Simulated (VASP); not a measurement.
# Sc: single point with PBEsol

The system is Sc.

```xyz
1
Lattice="-1.6210 1.6210 1.6210 1.6210 -1.6210 1.6210 1.6210 1.6210 -1.6210" Properties=species:S:1:pos:R:3 pbc="T T T"
Sc    0.0000    0.0000    0.0000
```

This isn't the form of Sc at room conditions, which is hcp.

```
Program             : VASP 6.6.1
Task                : single point
Functional          : PBEsol
Potentials or basis : VASP PAW PBE potentials, release 64 (Sc_sv)
Cutoff              : 500 eV
k mesh              : 7 × 7 × 7
Occupations         : fermi-dirac, width 0.05 eV
Spin                : no spin polarisation
```

- Pressure: 30.2 GPa
- Band gap on the k mesh: zero (an odd number of electrons rules out a gap without spin polarisation)

Levels at points of the mesh, in eV from the Fermi level:
```
           k point  band 2  band 3  band 4  band 5  band 6  band 7  band 8  band 9
(0.00, 0.00, 0.00)  -26.63  -26.63  -26.63   -5.75    1.85    1.85    1.85    4.06
```

Wall time 2.1 s on 1 thread of Intel(R) Xeon(R) 6975P-C (Granite Rapids), on a shared host, peak memory 0.12 GiB.

Caveat: the k points lie up to 0.39 Å⁻¹ apart, too coarse for converged energies and pressures of a metal; the PAW data sets were made with another functional, which shifts forces and pressure a little.
